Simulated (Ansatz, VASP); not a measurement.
**One calculation of AgCl, two programs**

```
Ag Cl
1.0
     0.00748    2.99327    2.99327
     2.99327    0.00748    2.99327
     3.00075    3.00075    0.00000
Ag Cl
1 1
Direct
  0.00086 0.00086 0.99914
  0.24914 0.24914 0.25086
```

Change from the starting cell: shear_xy strain +0.5%.

Alike in both runs: task single point; functional r2SCAN; k mesh 8 × 8 × 8; no spin polarisation.

|  | VASP | Ansatz |
| --- | --- | --- |
| version | VASP 6.6.1 | Ansatz 0.2.0 |
| potentials or method | VASP PAW PBE potentials, release 64 (Ag, Cl) | plane waves, PAW |
| plane-wave cutoff (eV) | 520 | 500 |
| occupations | gaussian, width 0.01 eV | fixed |
| valence electrons in the cell | 18 | 26 |

Ansatz gave:

```
gap on the k mesh at the Fermi level (eV) : 1.64
pressure (GPa)                            : 0.0
```

Question: Estimate VASP's values.

Answer: gap on the k mesh at the Fermi level (eV): 1.59; pressure (GPa): -0.1.

VASP's potentials were made for PBE, not for r2SCAN. VASP's potentials hold 18 valence electrons a cell and Ansatz's 26, so a difference there can come from the potentials and not from the codes.
